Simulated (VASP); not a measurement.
Runs of VASP 6.6.1 on V3Mo. The structure is cubic, space group Fm-3m (No. 225). The conventional cell has a = 6.048 Å, b = 6.048 Å, c = 6.048 Å, α = 90.00°, β = 90.00°, γ = 90.00°. V (site symmetry -43m) has 10 V at 2.62 to 3.02 Å and 4 Mo at 2.62 Å within 3.5 Å. V (site symmetry m-3m) has 8 V at 2.62 Å and 6 Mo at 3.02 Å within 3.5 Å. Within 3.5 Å of Mo (site symmetry m-3m) lie 14 V at 2.62 to 3.02 Å. 

| spin | fixed moment (μB) | pressure (GPa) | moment (μB) |
| --- | --- | --- | --- |
| collinear, ferromagnetic start | 1.3 | -9.8 | 1.30 |
| collinear, zero start | 0.0 | (a) | 0.00 |
| collinear, ferromagnetic start | 2.7 | -6.9 | 2.70 |
| collinear, ferromagnetic start | 4.0 | -3.6 | 4.00 |
| collinear, ferromagnetic start | 5.4 | (b) | 5.40 |

Alike in all rows: task single point; level LDA; potentials or basis VASP PAW LDA potentials, release 64 (V_sv, Mo_sv); cell as given; k mesh 7 × 7 × 7; cutoff (eV) 500; smearing fermi-dirac 0.05 eV.

Question: Fill in the values left out.

Answer: (a) -10.7; (b) 1.3.

Caveats: the total moment is fixed, so each spin has its own Fermi level; the cell stands under tension (at least some runs).
